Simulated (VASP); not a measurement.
Write the native input for VASP 6.6.1 that does the following.

```yaml
Task: single point
Functional: LDA
Potentials_or_basis: VASP PAW LDA potentials, release 64 (Si)
Cutoff: 520 eV
k_mesh: 24 × 24 × 20
Occupations: gaussian, width 0.15 eV
Spin: no spin polarisation
Dipole_correction: no
Further_INCAR_settings: ALGO = Normal; EDIFF = 1e-06; NBANDS = 8
```

The structure of Si lies in POSCAR:

```
Si
1.0
    2.5550292445      0.0000000000      0.0000000000
   -1.2775146223      2.2127202332      0.0000000000
    0.0000000000      0.0000000000      2.4046955302
Si
1
Direct
    0.0000000000      0.0000000000      0.0000000000
```

This isn't the form of Si at room conditions, which is diamond.

This cell differs from its parent crystal: strain -0.025 along x and y, -0.025 along z.

One way to write it, as run:

INCAR

```
PREC = Accurate
ENCUT = 520
EDIFF = 1E-6
ISMEAR = 0
SIGMA = 0.15
LREAL = F
LASPH = T
NELM = 100
ALGO = Normal
ISIF = 2
LWAVE = F
LCHARG = F
GGA = CA
NBANDS = 8
```

KPOINTS

```
regular mesh
0
Gamma
  24 24 20
```

Potentials or basis: VASP PAW LDA potentials, release 64 (Si).

Run with:

```sh
$ cat potpaw_LDA.64/Si/POTCAR > POTCAR
$ mpirun -np 1 vasp_std > vasp.out
```

Results of the run:

```json
{"Pressure": "9.4 GPa", "Band gap on the k mesh": "zero (bands 2 and 3 overlap by 12.52 eV)"}
```

Caveat: the cell differs from its parent crystal (strain -0.025 along x and y, -0.025 along z); the cell stands under pressure.

Wall time 60 s on 1 thread of Intel Xeon 8259CL (shared host), peak memory 0.16 GiB.
